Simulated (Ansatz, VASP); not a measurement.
## La: VASP beside Ansatz

```
La
1.0
     3.38585    0.00000    0.00000
     0.00000    3.38585    0.00000
     0.00000    0.00000    3.38585
La
1
Direct
  0.00000 0.00000 0.00000
```

Alike in both runs: task single point; functional RPBE; k mesh 11 × 11 × 11; occupations fermi-dirac, width 0.1 eV; no spin polarisation.

|  | VASP | Ansatz |
| --- | --- | --- |
| version | VASP 6.6.1 | Ansatz 0.2.0 |
| potentials or method | VASP PAW PBE potentials, release 64 (La), cutoff 520 eV | plane waves (420 eV) with PAW, scalar-relativistic |
| valence electrons in the cell | 11 | 11 |

```tsv
	VASP	Ansatz	Ansatz less VASP
pressure (GPa)	0.1	0.1	-0.02
```

VASP's potentials were made for PBE, not for RPBE.

Spin-orbit coupling is off throughout.
